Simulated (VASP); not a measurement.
# Fe2Ge (P6/mmm) in VASP: single point with r2SCAN

Aim: the single point of Fe2Ge with r2SCAN.

Everything below comes from runs of VASP 6.6.1. Logs are shortened: lines on timing, memory, paths and dates and some standing lists are left out, and cuts for length are marked.

### 1 The cell of the first run

The structure is hexagonal, space group P6/mmm (No. 191). The conventional cell has a = 4.164 Å, b = 4.164 Å, c = 2.626 Å, α = 90.00°, β = 90.00°, γ = 120.00°. Within 3.2 Å of Fe (site symmetry -6m2) lie 5 Fe at 2.40 to 2.63 Å and 6 Ge at 2.74 Å. Ge (site symmetry 6/mmm) has 2 Ge at 2.63 Å and 12 Fe at 2.74 Å within 3.5 Å.

### 2 Single point, r2SCAN

The input, POSCAR:

```
Fe2Ge
1.0
    4.1636340796      0.0000000000      0.0000000000
   -2.0818170398      3.6058128850      0.0000000000
    0.0000000000      0.0000000000      2.6264660000
Fe Ge
2 1
Direct
    0.6666666667      0.3333333333      0.5000000000
    0.3333333333      0.6666666667      0.5000000000
    0.0000000000      0.0000000000      0.0000000000
```

The input, INCAR.step1:

```
  ALGO = Normal
  EDIFF = 1E-4
  ENCUT = 520
  GGA = PE
  ISMEAR = 0
  LASPH = True
  LCHARG = False
  LREAL = False
  LWAVE = True
  NBANDS = 22
  NELM = 60
  PREC = Accurate
  SIGMA = 0.1
```

The input, INCAR.step2:

```
  ALGO = Normal
  EDIFF = 1E-6
  ENCUT = 520
  ISIF = 2
  ISMEAR = 0
  ISTART = 1
  LASPH = True
  LCHARG = False
  LMIXTAU = True
  LREAL = False
  LWAVE = False
  METAGGA = R2SCAN
  NBANDS = 22
  NELM = 60
  PREC = Accurate
  SIGMA = 0.1
```

The input, KPOINTS:

```
k-points
0
Gamma
  12 12 16
```

Potentials or basis: VASP PAW PBE potentials, release 64 (Fe, Ge_d).

Launch:

```sh
> cat potpaw_PBE.64/Fe/POTCAR potpaw_PBE.64/Ge_d/POTCAR > POTCAR
> cp INCAR.step1 INCAR
> mpirun -np 1 vasp_std > vasp.out
> cp INCAR.step2 INCAR
> mpirun -np 1 vasp_std > vasp.out
```

OUTCAR:

```text
EDIFF = 1E-6
   ENCUT = 520
   ISIF = 2
   ISMEAR = 0
   ISTART = 1
   LASPH = True
   LREAL = False
   METAGGA = R2SCAN
   NELM = 60
   PREC = Accurate

 ion  position               nearest neighbor table
   1  0.667  0.333  0.500-   2 2.40   2 2.40   2 2.40   3 2.74   3 2.74   3 2.74   3 2.74   3 2.74
                             3 2.74
   2  0.333  0.667  0.500-   1 2.40   1 2.40   1 2.40   3 2.74   3 2.74   3 2.74   3 2.74   3 2.74
                             3 2.74
   3  0.000  0.000  0.000-   1 2.74   2 2.74   1 2.74   2 2.74   1 2.74   1 2.74   2 2.74   2 2.74
                             1 2.74   1 2.74   2 2.74   2 2.74

  LATTYP: Found a hexagonal cell.
 ALAT       =     4.1636340796
 C/A-ratio  =     0.6308109574

  Lattice vectors:

 A1 = (   4.1636340796,   0.0000000000,   0.0000000000)
 A2 = (  -2.0818170398,   3.6058128850,   0.0000000000)
 A3 = (   0.0000000000,   0.0000000000,   2.6264660000)

Analysis of symmetry for initial positions (statically):
=====================================================================
 Subroutine PRICEL returns:
 Original cell was already a primitive cell.

 Routine SETGRP: Setting up the symmetry group for a
 hexagonal supercell.

 Subroutine GETGRP returns: Found 24 space group operations
 (whereof 24 operations were pure point group operations)
 out of a pool of 24 trial point group operations.

The static configuration has the point symmetry D_6h.

Analysis of symmetry for dynamics (positions and initial velocities):
=====================================================================
 Subroutine PRICEL returns:
 Original cell was already a primitive cell.

 Routine SETGRP: Setting up the symmetry group for a
 hexagonal supercell.

 Subroutine GETGRP returns: Found 24 space group operations
 (whereof 24 operations were pure point group operations)
 out of a pool of 24 trial point group operations.

The dynamic configuration has the point symmetry D_6h.

 Subroutine INISYM returns: Found 24 space group operations
 (whereof 24 operations are pure point group operations),
 and found     1 'primitive' translations

----------------------------------------------------------------------------------------

                                     Primitive cell

  volume of cell :      39.4319

  direct lattice vectors                    reciprocal lattice vectors
     4.163634080  0.000000000  0.000000000     0.240174804  0.138664988  0.000000000
    -2.081817040  3.605812885  0.000000000     0.000000000  0.277329976  0.000000000
     0.000000000  0.000000000  2.626466000     0.000000000  0.000000000  0.380739747

  length of vectors
     4.163634080  4.163634080  2.626466000     0.277329976  0.277329976  0.380739747

  position of ions in fractional coordinates (direct lattice)
     0.666666667  0.333333333  0.500000000
     0.333333333  0.666666667  0.500000000
     0.000000000  0.000000000  0.000000000

  ion indices of the primitive-cell ions
   primitive index   ion index
                 1           1
                 2           2
                 3           3

----------------------------------------------------------------------------------------

 KPOINTS: k-points

Automatic generation of k-mesh.
 Grid dimensions read from file:
 generate k-points for:   12   12   16

 Generating k-lattice:

  Cartesian coordinates                     Fractional coordinates (reciprocal lattice)
     0.020014567  0.011555416  0.000000000     0.083333333  0.000000000  0.000000000
     0.000000000  0.023110831  0.000000000     0.000000000  0.083333333  0.000000000
     0.000000000  0.000000000  0.023796234     0.000000000  0.000000000  0.062500000

  Length of vectors
     0.023110831  0.023110831  0.023796234

  Shift w.r.t. Gamma in fractional coordinates (k-lattice)
     0.000000000  0.000000000  0.000000000

 Subroutine IBZKPT returns following result:
 ===========================================

 Found    171 irreducible k-points:

 Following reciprocal coordinates:
            Coordinates               Weight
  0.000000  0.000000  0.000000      1.000000
  0.083333 -0.000000  0.000000      6.000000
  0.166667 -0.000000  0.000000      6.000000
  0.250000  0.000000  0.000000      6.000000
  0.333333 -0.000000  0.000000      6.000000
  0.416667  0.000000  0.000000      6.000000
[... 16 lines left out ...]
  0.250000  0.000000  0.062500     12.000000
  0.333333 -0.000000  0.062500     12.000000
 [... further k-points ...]
   k-points           NKPTS =    171   k-points in BZ     NKDIM =    171   number of bands    NBANDS=     22
   number of dos      NEDOS =    301   number of ions     NIONS =      3
   total plane-waves  NPLWV =  20480
   dimension x,y,z NGX =    32 NGY =   32 NGZ =   20
   dimension x,y,z NGXF=    64 NGYF=   64 NGZF=   40
   ions per type =               2   1
   NGX,Y,Z   is equivalent  to a cutoff of  12.78, 12.78, 12.66 a.u.
   NGXF,Y,Z  is equivalent  to a cutoff of  25.55, 25.55, 25.32 a.u.
 SYSTEM =  unknown system
   PREC   = accura    normal or accurate (medium, high low for compatibility)
   ISTART =      1    job   : 0-new  1-cont  2-samecut
   ICHARG =      0    charge: 1-file 2-atom 10-const
   ISPIN  =      1    spin polarized calculation?
   LNONCOLLINEAR =      F non collinear calculations
   LSORBIT =      F    spin-orbit coupling
   LASPH  =      T    aspherical Exc in radial PAW
   ENCUT  =  520.0 eV  38.22 Ry    6.18 a.u.   7.74  7.74  4.88*2*pi/ulx,y,z
   NELM   =     60;   NELMIN=  2; NELMDL=  0     # of ELM steps
   EDIFF  = 0.1E-05   stopping-criterion for ELM
   LREAL  =      F    real-space projection
   EDIFFG = 0.1E-04   stopping-criterion for IOM
   NSW    =      0    number of steps for IOM
   IBRION =     -1    ionic relax: 0-MD 1-quasi-New 2-CG
   NFREE  =      0    steps in history (QN), initial steepest desc. (CG)
   ISIF   =      2    stress and relaxation
   ISYM   =      2    0-nonsym 1-usesym 2-fastsym
   POTIM  = 0.5000    time-step for ionic-motion
   TEBEG  =    0.0;   TEEND  =   0.0 temperature during run
   PSTRESS=    0.0 pullay stress
   NELECT =      30.0000    total number of electrons
   NUPDOWN=      -1.0000    fix difference up-down
   EMIN   =  10.00;   EMAX   =-10.00  energy-range for DOS
   EFERMI =   0.00;   METHOD = LEGACY
   ISMEAR =     0;   SIGMA  =   0.10  broadening in eV -4-tet -1-fermi 0-gaus
   EFERMI_NEDOS =   21; number of points for ismear=-14 and -15
   IALGO  =     38    algorithm
   IMIX   =      4    mixing-type and parameters
     AMIX     =   0.40;   BMIX     =  1.00
     AMIX_MAG =   1.60;   BMIX_MAG =  1.00
  volume/ion in A,a.u.               =      13.14        88.70
  Fermi-wavevector in a.u.,A,eV,Ry     =   1.494512  2.824218 30.389512  2.233566
  Thomas-Fermi vector in A             =   2.606775
   LORBIT       =      0    0 simple, 1 ext, 2 COOP (PROOUT), +10 PAW based schemes
   METAGGA = R2SCAN    functional components
   LHFCALC =     F    Hartree Fock is set to
   AEXX    =    0.0000 exact exchange contribution
   IVDW    =     0    specifies the selected vdW correction
   LEPSILON=     F    determine dielectric tensor
   LRPA    =     F    only Hartree local field effects (RPA)
 non-spin polarized calculation
 Gauss-broadening in eV      SIGMA  =   0.10
  energy-cutoff  :      520.00
  volume of cell :       39.43
 maximum number of plane-waves:      1090
 NGX is ok and might be reduce to    32
   NGX = 15   NGY = 15   NGZ =  9

 number of electron      30.0000014 magnetization

 Free energy of the ion-electron system (eV)
  ---------------------------------------------------
  ext. energy  EPLUGINS =         0.00000000
  ---------------------------------------------------
  free energy    TOTEN  =       -39.78894556 eV

  energy without entropy =      -39.75294781  energy(sigma->0) =      -39.77094669

 E-fermi :   6.8969     XC(G=0): -13.7943

 val. band max:        6.8925960694   @ k =   0.3333   0.1667   0.0000
 cond. band min:       6.9001667310   @ k =   0.4167   0.0000   0.0000
 fundamental gap:      0.0075706616
 Fermi energy:         6.8969268286

 k-point     1 :       0.0000    0.0000    0.0000
  band No.  band energies     occupation
      1     -19.0843      2.00000
      2     -18.8497      2.00000
      3     -18.8497      2.00000
      4     -18.8470      2.00000
      5     -18.8470      2.00000
      6      -6.0839      2.00000
[... 14 lines left out ...]
     21      10.5296      0.00000
     22      15.4509      0.00000

 k-point     2 :       0.0833   -0.0000    0.0000
  band No.  band energies     occupation
      1     -19.0842      2.00000
      2     -18.8497      2.00000
      3     -18.8497      2.00000
      4     -18.8471      2.00000
      5     -18.8467      2.00000
      6      -6.0178      2.00000
[... 14 lines left out ...]
     21      11.3123      0.00000
     22      15.5490      0.00000

 k-point     3 :       0.1667   -0.0000    0.0000
  band No.  band energies     occupation
      1     -19.0838      2.00000
      2     -18.8498      2.00000
      3     -18.8498      2.00000
      4     -18.8475      2.00000
      5     -18.8460      2.00000
      6      -5.8263      2.00000
[... 14 lines left out ...]
     21      12.4849      0.00000
     22      15.8233      0.00000

 k-point     4 :       0.2500    0.0000    0.0000
  band No.  band energies     occupation
      1     -19.0834      2.00000
      2     -18.8499      2.00000
      3     -18.8498      2.00000
      4     -18.8480      2.00000
      5     -18.8450      2.00000
      6      -5.5336      2.00000
[... 14 lines left out ...]
     21      13.8091      0.00000
     22      16.2171      0.00000

 k-point     5 :       0.3333   -0.0000    0.0000
  band No.  band energies     occupation
      1     -19.0829      2.00000
      2     -18.8500      2.00000
      3     -18.8499      2.00000
      4     -18.8486      2.00000
      5     -18.8439      2.00000
      6      -5.1902      2.00000
[... 417 lines left out ...]
 k-point    22 :       0.1667   -0.0000    0.0625
  band No.  band energies     occupation
      1     -19.0729      2.00000
      2     -18.8542      2.00000
      3     -18.8542      2.00000
      4     -18.8470      2.00000
      5     -18.8455      2.00000
      6      -5.7375      2.00000
[... 14 lines left out ...]
     21      12.5800      0.00000
     22      14.8008      0.00000

 k-point    23 :       0.2500    0.0000    0.0625
  band No.  band energies     occupation
      1     -19.0724      2.00000
      2     -18.8543      2.00000
      3     -18.8543      2.00000
      4     -18.8475      2.00000
      5     -18.8445      2.00000
      6      -5.4466      2.00000
[... 14 lines left out ...]
     21      13.8920      0.00000
     22      15.1489      0.00000

 k-point    24 :       0.3333   -0.0000    0.0625
  band No.  band energies     occupation
      1     -19.0720      2.00000
      2     -18.8544      2.00000
      3     -18.8544      2.00000
      4     -18.8480      2.00000
      5     -18.8434      2.00000
      6      -5.1057      2.00000
[... 14 lines left out ...]
     21      15.3460      0.00000
     22      15.5274      0.00000

 [... further k-points ...]
[... 5 lines left out ...]
  --------------------------------------------------------------------------------------
  -------------------------------------------------------------------------------------
  Total       -7.1167431     -7.1167431     -2.7879018      0.0000000      0.0000000      0.0000000
  in kB     -289.1640813   -289.1640813   -113.2766850      0.0000000      0.0000000      0.0000000
  external PRESSURE =    -230.5349492 kB  Pullay stress =       0.0000000 kB

 VOLUME and BASIS-vectors are now :
 -----------------------------------------------------------------------------
  energy-cutoff  :      520.00
  volume of cell :       39.43
      direct lattice vectors                 reciprocal lattice vectors
     4.163634080  0.000000000  0.000000000     0.240174804  0.138664988  0.000000000
    -2.081817040  3.605812885  0.000000000     0.000000000  0.277329976  0.000000000
     0.000000000  0.000000000  2.626466000     0.000000000  0.000000000  0.380739747

 POSITION                                       TOTAL-FORCE (eV/Angst)
 -----------------------------------------------------------------------------------
      2.08182      1.20194      1.31323        -0.000000      0.000000     -0.000000
     -0.00000      2.40388      1.31323         0.000000      0.000000      0.000000
      0.00000      0.00000      0.00000         0.000000      0.000000      0.000000
 -----------------------------------------------------------------------------------
    total drift:                                0.000000      0.000000      0.000000

  FREE ENERGIE OF THE ION-ELECTRON SYSTEM (eV)
  ---------------------------------------------------
  free  energy   TOTEN  =       -39.7889455632 eV

  energy  without entropy=      -39.7529478145  energy(sigma->0) =      -39.77094669
```

Wall time 3.5 min (1 thread of Intel Xeon 6975P-C (Granite Rapids), shared host); peak memory 0.27 GiB.

Results:

```
Free energy            : -39.7889 eV
Pressure               : -23.1 GPa
Band gap on the k mesh : zero (bands 15 and 16 overlap by 0.66 eV)
```

Caveat: the cell stands under tension; the PAW data sets were made with another functional, which shifts forces and pressure a little; the run has no spin polarisation, though such a crystal can be magnetic. Spin polarisation is off, so any magnetic state and its effect on volume and gap are missing.
